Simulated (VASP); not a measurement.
Runs of VASP 6.6.1 on AlAs. The structure is that of space group F-43m (No. 216), or close to it. The cells are those of the table. 

| cell | gap on the mesh (eV) | pressure (GPa) |
| --- | --- | --- |
| a = 3.921 Å, angles 60.0°, 2 atoms | (a) | 4.2 |
| a = 3.962 Å, angles 60.0°, 2 atoms | 1.28 | 1.5 |
| a = 4.042 Å, angles 60.0°, 2 atoms | 1.38 | (b) |
| a = 4.081 Å, angles 60.0°, 2 atoms | 1.42 | -4.6 |

Alike in all rows: task single point; level LDA; potentials or basis VASP PAW LDA potentials, release 64 (Al, As); no spin polarisation; k mesh 6 × 6 × 6; cutoff (eV) 500; smearing gaussian 0.01 eV.

**Question.** Fill in the values left out.

**Answer.** (a) 1.22; (b) -2.9.

A k mesh can miss the band edges, and the runs leave out spin-orbit coupling on As.
